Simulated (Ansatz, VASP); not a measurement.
**One calculation of Tl, two programs**

```xyz
2
Lattice="3.4795 0.1591 -0.0004 -1.6020 3.0931 0.0004 -0.0007 0.0004 5.2221" Properties=species:S:1:pos:R:3 pbc="T T T"
Tl   -0.0099    2.2425    1.4289
Tl    2.0453    1.0559    4.0396
```

Alike in both runs: functional PBEsol; k mesh 7 × 7 × 4; occupations fermi-dirac, width 0.05 eV; no spin polarisation.

Ansatz relaxed the structure, and its values are those at the end. VASP's run is a single point on that final structure, the one shown.

```csv
,VASP,Ansatz
version,VASP 6.6.1,Ansatz 0.2.0
potentials or method,"VASP PAW PBE potentials, release 64 (Tl_d)","PAW with Ansatz's default frozen-core files, scalar-relativistic"
plane-wave cutoff (eV),520,420
valence electrons in the cell,26,26
```

```tsv
	VASP	Ansatz	Ansatz less VASP
pressure (GPa)	-0.1	0.0	+0.07
```

VASP's potentials were made for PBE, not for PBEsol. With one functional, cell and mesh, what is left measures potentials, basis and numerics.

Neither program's run includes spin-orbit coupling.
